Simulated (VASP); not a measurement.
MgW: relaxation of cell and atoms with PBE

The system is MgW.

```xyz
2
Lattice="2.8573 0.0000 0.0000 -1.4286 2.4745 0.0000 0.0000 0.0000 4.9178" Properties=species:S:1:pos:R:3 pbc="T T T"
Mg    0.0000    0.0000    0.0000
W     0.0000    1.6497    2.4589
```

The cell was generated, and may not be a known phase.

```
Program                : VASP 6.6.1
Task                   : relaxation of cell and atoms
Functional             : PBE
Potentials or basis    : VASP PAW PBE potentials, release 64 (Mg, W_sv)
Cutoff                 : 600 eV
k mesh                 : 9 × 9 × 4
Occupations            : gaussian, width 0.1 eV
Spin                   : no spin polarisation
Dipole correction      : no
Further INCAR settings : ALGO = Fast; EDIFF = 1e-06; IBRION = 2; EDIFFG = -0.04; NSW = 90; ISIF = 3
```

The relaxed volume is 17.26 Å³/atom and the relaxed cell is a = 2.848 Å, b = 2.848 Å, c = 4.917 Å, α = 90.00°, β = 90.00°, γ = 120.00°. The space group after relaxing (to 0.1 Å) is P-6m2 (No. 187), the energy gained by relaxing is 0.5 meV/atom and the ionic steps are 3. The pressure after relaxing is 0.1 GPa and the band gap on the k mesh is zero (bands 8 and 9 overlap by 1.72 eV).

Stress tensor (GPa, compression positive):
```
0.01 0.00 0.00
0.00 0.01 0.00
0.00 0.00 0.33
```

Step by step:
```csv
step,energy change (eV),largest force (eV/Å),pressure (GPa),volume (Å³)
1,0.0000,0.0000,-0.97,34.77
2,0.0004,0.0000,1.41,34.24
3,-0.0011,0.0000,0.12,34.53
```

Final structure:
```yaml
crystal:
  lattice:
    - [2.84752, 0.00000, 0.00000]
    - [-1.42376, 2.46603, 0.00000]
    - [0.00000, 0.00000, 4.91693]
  atoms:
    - { symbol: Mg, position: [0.00000, 0.00000, 0.00000] }
    - { symbol: W, position: [0.33333, 0.66667, 0.50000] }
```

Levels at points of the mesh, in eV from the Fermi level:
| k point | band 4 | band 5 | band 6 | band 7 | band 8 | band 9 | band 10 | band 11 | band 12 |
| --- | --- | --- | --- | --- | --- | --- | --- | --- | --- |
| (0.00, 0.00, 0.00) | -37.36 | -8.12 | -4.19 | -1.05 | 0.13 | 0.13 | 2.94 | 2.94 | 3.81 |
| (0.00, 0.00, 0.50) | -37.36 | -6.88 | -5.77 | -2.02 | 0.13 | 0.13 | 2.88 | 2.88 | 6.43 |

Run time: 37 s on 1 thread of Intel Xeon 8259CL, on a shared host, peak memory 0.18 GiB.

Caveat: spin-orbit coupling is left out, which moves the levels of the heavy elements.
